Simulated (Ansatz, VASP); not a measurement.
Two plane-wave programs on Co2IrN3

```
Co Ir N
1.0
     2.75113    0.00000    0.00000
    -1.37556    2.38255    0.00000
     0.00000    0.00000   16.60481
Co Ir N
4 2 6
Direct
  0.33333 0.66667 0.92356
  0.66667 0.33333 0.42356
  0.66667 0.33333 0.07644
  0.33333 0.66667 0.57644
  0.00000 0.00000 0.25000
  0.00000 0.00000 0.75000
  0.00000 0.00000 0.50000
  0.00000 0.00000 0.00000
  0.33333 0.66667 0.36216
  0.66667 0.33333 0.86216
  0.66667 0.33333 0.63784
  0.33333 0.66667 0.13784
```

Alike in both runs: functional PBE; k mesh 6 × 6 × 1; occupations gaussian, width 0.1 eV; no spin polarisation.

Ansatz relaxed the structure, and its values are those at the end. VASP's run is a single point on that final structure, the one shown.

|  | VASP | Ansatz |
| --- | --- | --- |
| version | VASP 6.6.1 | Ansatz 0.2.0 |
| potentials or method | VASP PAW PBE potentials, release 64 (Co_sv, Ir_sv_GW, N), cutoff 700 eV | scalar-relativistic, plane waves, PAW |
| valence electrons in the cell | 132 | 132 |

|  | VASP | Ansatz | Ansatz less VASP |
| --- | --- | --- | --- |
| gap on the k mesh at the Fermi level (eV) | none | none | - |
| pressure (GPa) | -0.7 | 0.0 | +0.72 |
| rms of the force components (eV/Å) | 0.006 | 0.001 | -0.0055 |

A gap of «none» marks a metal or a gap that the smearing closes. With one functional, cell and mesh, what is left measures potentials, basis and numerics.

The k mesh is coarse, so the values compare programs but aren't converged. Spin-orbit coupling is off throughout.
